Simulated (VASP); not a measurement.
Wanted: the native input for a VASP 6.6.1 run.

```
Task                   : single point
Functional             : PBE
Potentials or basis    : VASP PAW PBE potentials, release 64 (Na_pv)
Cutoff                 : 520 eV
k mesh                 : 12 × 12 × 12
Occupations            : fermi-dirac, width 0.08 eV
Spin                   : no spin polarisation
Dipole correction      : no
Further INCAR settings : ALGO = Normal; EDIFF = 1e-06; NBANDS = 14
```

The structure of Na lies in POSCAR:

```
Na
1.0
   -3.2895134886      3.2895134886      1.7784049550
    3.2895134886     -3.2895134886      1.7784049550
    3.2895134886      3.2895134886     -1.7784049550
Na
2
Direct
   -0.3750000000     -0.1250000000     -0.2500000000
    0.3750000000      0.1250000000      0.2500000000
```

The input as run:

INCAR

```
SYSTEM = Na
  ALGO = Normal
  EDIFF = 1E-6
  ENCUT = 520
  GGA = PE
  ISIF = 2
  ISMEAR = -1
  LASPH = .TRUE.
  LCHARG = .FALSE.
  LREAL = .FALSE.
  LWAVE = .FALSE.
  NBANDS = 14
  NELM = 60
  PREC = Accurate
  SIGMA = 0.08
```

KPOINTS

```
k-points
0
G
  12 12 12
  0 0 0
```

Potentials or basis: VASP PAW PBE potentials, release 64 (Na_pv).

Launch:

```bash
$ cat potpaw_PBE.64/Na_pv/POTCAR > POTCAR
$ mpirun -np 1 vasp_std > vasp.out
```

Results of the run:

```yaml
Pressure: 0.0 GPa
Band_gap_on_the_k_mesh: zero (bands 7 and 8 overlap by 2.84 eV)
```

It took 2.1 min on 1 thread of AMD EPYC 9755 128-Core Processor, with other jobs on the host, peak memory 0.27 GiB.
